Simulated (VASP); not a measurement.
# Pb (Im-3m) in VASP: further runs

The runs below take Pb through single point, with PBE.

Everything below comes from runs of VASP 6.6.1. Logs are shortened: lines on timing, memory, paths and dates and some standing lists are left out, and cuts for length are marked.

## Step 1: The cell of the first run

Symmetry: Im-3m, No. 229, cubic system. The conventional cell has a = 4.078 Å, b = 4.078 Å, c = 4.078 Å, α = 90.00°, β = 90.00°, γ = 90.00°. Pb (site symmetry m-3m) has 14 Pb at 3.53 to 4.08 Å within 4.6 Å.

## Step 2: Single point, PBE

Input file INCAR:

```
SYSTEM = Pb
PREC     = Accurate       ! precision mode
ENCUT    = 520            ! plane-wave cutoff, eV
EDIFF    = 1E-6           ! SCF threshold, eV
ISMEAR   = -1             ! smearing method
SIGMA    = 0.06122561905347299 ! smearing width, eV
LREAL    = .False.        ! projectors in reciprocal space
LASPH    = .True.         ! aspherical terms in the spheres
NELM     = 100            ! most SCF steps
ALGO     = Normal         ! electronic algorithm
ISIF     = 2              ! what is computed and relaxed
LWAVE    = .False.        ! write WAVECAR
LCHARG   = .False.        ! write CHGCAR
GGA      = PE             ! functional
NBANDS   = 13             ! bands
```

Input file KPOINTS:

```
Automatic mesh
0
Gamma
  19 19 19
  0 0 0
```

Input file POSCAR:

```
Pb
1.0
   -2.0391935690      2.0391935690      2.0391935690
    2.0391935690     -2.0391935690      2.0391935690
    2.0391935690      2.0391935690     -2.0391935690
Pb
1
Direct
    0.0000000000      0.0000000000      0.0000000000
```

Potentials or basis: VASP PAW PBE potentials, release 64 (Pb_d).

Command:

```sh
$ cat potpaw_PBE.64/Pb_d/POTCAR > POTCAR
$ mpirun -np 1 vasp_std > vasp.out
```

OUTCAR:

```text
SYSTEM = Pb
   PREC = Accurate
   ENCUT = 520
   EDIFF = 1E-6
   ISMEAR = -1
   LREAL = .False.
   LASPH = .True.
   NELM = 100
   ISIF = 2
   GGA = PE

 ion  position               nearest neighbor table
   1  0.000  0.000  0.000-

  LATTYP: Found a body centered cubic cell.
 ALAT       =     4.0783871380

  Lattice vectors:

 A1 = (  -2.0391935690,   2.0391935690,   2.0391935690)
 A2 = (   2.0391935690,  -2.0391935690,   2.0391935690)
 A3 = (   2.0391935690,   2.0391935690,  -2.0391935690)

Analysis of symmetry for initial positions (statically):
=====================================================================
 Subroutine PRICEL returns:
 Original cell was already a primitive cell.

 Routine SETGRP: Setting up the symmetry group for a
 body centered cubic supercell.

 Subroutine GETGRP returns: Found 48 space group operations
 (whereof 48 operations were pure point group operations)
 out of a pool of 48 trial point group operations.

The static configuration has the point symmetry O_h .

Analysis of symmetry for dynamics (positions and initial velocities):
=====================================================================
 Subroutine PRICEL returns:
 Original cell was already a primitive cell.

 Routine SETGRP: Setting up the symmetry group for a
 body centered cubic supercell.

 Subroutine GETGRP returns: Found 48 space group operations
 (whereof 48 operations were pure point group operations)
 out of a pool of 48 trial point group operations.

The dynamic configuration has the point symmetry O_h .

 Subroutine INISYM returns: Found 48 space group operations
 (whereof 48 operations are pure point group operations),
 and found     1 'primitive' translations

----------------------------------------------------------------------------------------

                                     Primitive cell

  volume of cell :      33.9184

  direct lattice vectors                    reciprocal lattice vectors
    -2.039193569  2.039193569  2.039193569     0.000000000  0.245194967  0.245194967
     2.039193569 -2.039193569  2.039193569     0.245194967  0.000000000  0.245194967
     2.039193569  2.039193569 -2.039193569     0.245194967  0.245194967  0.000000000

  length of vectors
     3.531986868  3.531986868  3.531986868     0.346758048  0.346758048  0.346758048

  position of ions in fractional coordinates (direct lattice)
     0.000000000  0.000000000  0.000000000

  ion indices of the primitive-cell ions
   primitive index   ion index
                 1           1

----------------------------------------------------------------------------------------

 KPOINTS: Automatic mesh

Automatic generation of k-mesh.
 Grid dimensions read from file:
 generate k-points for:   19   19   19

 Generating k-lattice:

  Cartesian coordinates                     Fractional coordinates (reciprocal lattice)
     0.000000000  0.012904998  0.012904998     0.052631579  0.000000000  0.000000000
     0.012904998  0.000000000  0.012904998     0.000000000  0.052631579  0.000000000
     0.012904998  0.012904998  0.000000000     0.000000000  0.000000000  0.052631579

  Length of vectors
     0.018250424  0.018250424  0.018250424

  Shift w.r.t. Gamma in fractional coordinates (k-lattice)
     0.000000000  0.000000000  0.000000000

 Subroutine IBZKPT returns following result:
 ===========================================

 Found    220 irreducible k-points:

 Following reciprocal coordinates:
            Coordinates               Weight
  0.000000  0.000000  0.000000      1.000000
  0.052632  0.000000  0.000000     12.000000
  0.105263  0.000000  0.000000     12.000000
  0.157895  0.000000  0.000000     12.000000
  0.210526  0.000000  0.000000     12.000000
  0.263158  0.000000  0.000000     12.000000
[... 16 lines left out ...]
  0.263158  0.105263  0.000000     48.000000
  0.315789  0.105263  0.000000     48.000000
 [... further k-points ...]
   k-points           NKPTS =    220   k-points in BZ     NKDIM =    220   number of bands    NBANDS=     13
   number of dos      NEDOS =    301   number of ions     NIONS =      1
   total plane-waves  NPLWV =  21952
   dimension x,y,z NGX =    28 NGY =   28 NGZ =   28
   dimension x,y,z NGXF=    56 NGYF=   56 NGZF=   56
   ions per type =               1
   NGX,Y,Z   is equivalent  to a cutoff of  13.18, 13.18, 13.18 a.u.
   NGXF,Y,Z  is equivalent  to a cutoff of  26.36, 26.36, 26.36 a.u.
 SYSTEM =  Pb
   PREC   = accura    normal or accurate (medium, high low for compatibility)
   ISTART =      0    job   : 0-new  1-cont  2-samecut
   ICHARG =      2    charge: 1-file 2-atom 10-const
   ISPIN  =      1    spin polarized calculation?
   LNONCOLLINEAR =      F non collinear calculations
   LSORBIT =      F    spin-orbit coupling
   LASPH  =      T    aspherical Exc in radial PAW
   ENCUT  =  520.0 eV  38.22 Ry    6.18 a.u.   6.57  6.57  6.57*2*pi/ulx,y,z
   NELM   =    100;   NELMIN=  2; NELMDL= -5     # of ELM steps
   EDIFF  = 0.1E-05   stopping-criterion for ELM
   LREAL  =      F    real-space projection
   EDIFFG = 0.1E-04   stopping-criterion for IOM
   NSW    =      0    number of steps for IOM
   IBRION =     -1    ionic relax: 0-MD 1-quasi-New 2-CG
   NFREE  =      0    steps in history (QN), initial steepest desc. (CG)
   ISIF   =      2    stress and relaxation
   ISYM   =      2    0-nonsym 1-usesym 2-fastsym
   POTIM  = 0.5000    time-step for ionic-motion
   TEBEG  =    0.0;   TEEND  =   0.0 temperature during run
   PSTRESS=    0.0 pullay stress
   NELECT =      14.0000    total number of electrons
   NUPDOWN=      -1.0000    fix difference up-down
   EMIN   =  10.00;   EMAX   =-10.00  energy-range for DOS
   EFERMI =   0.00;   METHOD = LEGACY
   ISMEAR =    -1;   SIGMA  =   0.06  broadening in eV -4-tet -1-fermi 0-gaus
   EFERMI_NEDOS =   21; number of points for ismear=-14 and -15
   IALGO  =     38    algorithm
   IMIX   =      4    mixing-type and parameters
     AMIX     =   0.40;   BMIX     =  1.00
     AMIX_MAG =   1.60;   BMIX_MAG =  1.00
  volume/ion in A,a.u.               =      33.92       228.89
  Fermi-wavevector in a.u.,A,eV,Ry     =   1.218912  2.303410 20.214812  1.485747
  Thomas-Fermi vector in A             =   2.354182
   LORBIT       =      0    0 simple, 1 ext, 2 COOP (PROOUT), +10 PAW based schemes
   GGA     = PE    functional components
   LHFCALC =     F    Hartree Fock is set to
   AEXX    =    0.0000 exact exchange contribution
   IVDW    =     0    specifies the selected vdW correction
   LEPSILON=     F    determine dielectric tensor
   LRPA    =     F    only Hartree local field effects (RPA)
 non-spin polarized calculation
  energy-cutoff  :      520.00
  volume of cell :       33.92
 maximum number of plane-waves:       943
   NGX = 13   NGY = 13   NGZ = 13

 number of electron      14.0000002 magnetization

 Free energy of the ion-electron system (eV)
  ---------------------------------------------------
  ext. energy  EPLUGINS =         0.00000000
  ---------------------------------------------------
  free energy    TOTEN  =        -3.51095712 eV

  energy without entropy =       -3.50183285  energy(sigma->0) =       -3.50639499

 E-fermi :   6.0756     XC(G=0):  -9.6623

 val. band max:        6.0614922749   @ k =   0.2632   0.2105   0.1053
 cond. band min:       6.0808880424   @ k =   0.1579   0.1579   0.0526
 fundamental gap:      0.0193957675
 Fermi energy:         6.0755695748

 k-point     1 :       0.0000    0.0000    0.0000
  band No.  band energies     occupation
      1     -10.9655      2.00000
      2     -10.9655      2.00000
      3     -10.9655      2.00000
      4     -10.7915      2.00000
      5     -10.7915      2.00000
      6      -4.9591      2.00000
      7      12.7868      0.00000
      8      12.7868      0.00000
      9      12.7868      0.00000
     10      16.3272      0.00000
     11      17.0159      0.00000
     12      17.0159      0.00000
     13      17.0159      0.00000

 k-point     2 :       0.0526    0.0000    0.0000
  band No.  band energies     occupation
      1     -10.9671      2.00000
      2     -10.9632      2.00000
      3     -10.9581      2.00000
      4     -10.7933      2.00000
      5     -10.7917      2.00000
      6      -4.9092      2.00000
      7      12.1890      0.00000
      8      12.6189      0.00000
      9      12.7308      0.00000
     10      16.4514      0.00000
     11      16.7937      0.00000
     12      16.8307      0.00000
     13      16.9295      0.00000

 k-point     3 :       0.1053    0.0000    0.0000
  band No.  band energies     occupation
      1     -10.9716      2.00000
      2     -10.9571      2.00000
      3     -10.9369      2.00000
      4     -10.7984      2.00000
      5     -10.7923      2.00000
      6      -4.7596      2.00000
      7      10.9231      0.00000
      8      12.1864      0.00000
      9      12.5660      0.00000
     10      15.6737      0.00000
     11      16.3650      0.00000
     12      16.8090      0.00000
     13      17.6474      0.00000

 k-point     4 :       0.1579    0.0000    0.0000
  band No.  band energies     occupation
      1     -10.9787      2.00000
      2     -10.9490      2.00000
      3     -10.9039      2.00000
      4     -10.8052      2.00000
      5     -10.7931      2.00000
      6      -4.5115      2.00000
      7       9.4747      0.00000
      8      11.6226      0.00000
      9      12.3095      0.00000
     10      14.9726      0.00000
     11      15.9300      0.00000
     12      16.8152      0.00000
     13      18.2721      0.00000

 k-point     5 :       0.2105    0.0000    0.0000
  band No.  band energies     occupation
      1     -10.9875      2.00000
      2     -10.9415      2.00000
      3     -10.8624      2.00000
      4     -10.8117      2.00000
      5     -10.7941      2.00000
      6      -4.1676      2.00000
      7       8.0105      0.00000
      8      11.0317      0.00000
      9      11.9980      0.00000
     10      14.3937      0.00000
     11      15.5422      0.00000
     12      16.9926      0.00000
     13      18.6626      0.00000
[... 257 lines left out ...]
 k-point    22 :       0.2105    0.1053   -0.0000
  band No.  band energies     occupation
      1     -10.9876      2.00000
      2     -10.9388      2.00000
      3     -10.8196      2.00000
      4     -10.8106      2.00000
      5     -10.7947      2.00000
      6      -3.5937      2.00000
      7       6.5320      0.00116
      8       9.5427      0.00000
      9      11.1629      0.00000
     10      14.7005      0.00000
     11      16.0008      0.00000
     12      16.9806      0.00000
     13      19.8481      0.00000

 k-point    23 :       0.2632    0.1053    0.0000
  band No.  band energies     occupation
      1     -10.9959      2.00000
      2     -10.9354      2.00000
      3     -10.8183      2.00000
      4     -10.7997      2.00000
      5     -10.7700      2.00000
      6      -3.0938      2.00000
      7       5.3227      1.99999
      8       8.9991      0.00000
      9      10.8494      0.00000
     10      14.3750      0.00000
     11      16.0924      0.00000
     12      17.0824      0.00000
     13      20.2556      0.00000

 k-point    24 :       0.3158    0.1053    0.0000
  band No.  band energies     occupation
      1     -11.0031      2.00000
      2     -10.9364      2.00000
      3     -10.8139      2.00000
      4     -10.8006      2.00000
      5     -10.7378      2.00000
      6      -2.5550      2.00000
      7       4.2270      2.00000
      8       8.5905      0.00000
      9      10.5987      0.00000
     10      14.1304      0.00000
     11      16.0213      0.00000
     12      17.4826      0.00000
     13      20.3409      0.00000

 [... further k-points ...]
[... 5 lines left out ...]
  --------------------------------------------------------------------------------------
  -------------------------------------------------------------------------------------
  Total       -0.4370079     -0.4370079     -0.4370079     -0.0000000     -0.0000000     -0.0000000
  in kB      -20.6426062    -20.6426062    -20.6426062     -0.0000000     -0.0000000     -0.0000000
  external PRESSURE =     -20.6426062 kB  Pullay stress =       0.0000000 kB

 VOLUME and BASIS-vectors are now :
 -----------------------------------------------------------------------------
  energy-cutoff  :      520.00
  volume of cell :       33.92
      direct lattice vectors                 reciprocal lattice vectors
    -2.039193569  2.039193569  2.039193569     0.000000000  0.245194967  0.245194967
     2.039193569 -2.039193569  2.039193569     0.245194967  0.000000000  0.245194967
     2.039193569  2.039193569 -2.039193569     0.245194967  0.245194967  0.000000000

 POSITION                                       TOTAL-FORCE (eV/Angst)
 -----------------------------------------------------------------------------------
      0.00000      0.00000      0.00000        -0.000000     -0.000000      0.000000
 -----------------------------------------------------------------------------------
    total drift:                                0.000000     -0.000000     -0.000000

  FREE ENERGIE OF THE ION-ELECTRON SYSTEM (eV)
  ---------------------------------------------------
  free  energy   TOTEN  =        -3.5109571201 eV

  energy  without entropy=       -3.5018328538  energy(sigma->0) =       -3.50639499
```

Wall time 59 s (1 thread of Intel Xeon Platinum 8375C at 2.90GHz (Ice Lake), shared host); peak memory 0.22 GiB.

What came out:

* Free energy: -3.5110 eV
* Pressure: -2.1 GPa
* Band gap on the k mesh: zero (band 7 reaches 12.79 eV, above the bottom of band 8 at 4.38 eV)

Caveat: spin-orbit coupling is left out, which moves the levels of the heavy elements.

## Step 3: Single point, PBE

Input file INCAR:

```
PREC = Accurate
ENCUT = 520
EDIFF = 1E-7
ISMEAR = -1
SIGMA = 0.06122561905347299
LREAL = False
LASPH = True
NELM = 60
ALGO = Normal
ISIF = 2
LWAVE = False
LCHARG = False
GGA = PE
NBANDS = 13
```

Input file KPOINTS:

```
regular mesh
0
Gamma
  19 19 19
```

POSCAR is that of step 2.

Potentials or basis: VASP PAW PBE potentials, release 64 (Pb_d).

Command:

```sh
$ cat potpaw_PBE.64/Pb_d/POTCAR > POTCAR
$ mpirun -np 1 vasp_std > vasp.out
```

Wall time 65 s (1 thread of Intel Xeon Platinum 8375C at 2.90GHz (Ice Lake), shared host); peak memory 0.22 GiB.

Results (log left out):

```yaml
Free_energy: -3.5110 eV
Pressure: -2.1 GPa
Band_gap_on_the_k_mesh: zero (band 7 reaches 12.79 eV, above the bottom of band 8 at 4.38 eV)
```

Levels at points of the mesh, in eV from the Fermi level:
| k point | band 4 | band 5 | band 6 | band 7 | band 8 | band 9 | band 10 | band 11 |
| --- | --- | --- | --- | --- | --- | --- | --- | --- |
| (0.00, 0.00, 0.00) | -16.87 | -16.87 | -11.03 | 6.71 | 6.71 | 6.71 | 10.25 | 10.94 |

Caveat: spin-orbit coupling is left out, which moves the levels of the heavy elements.
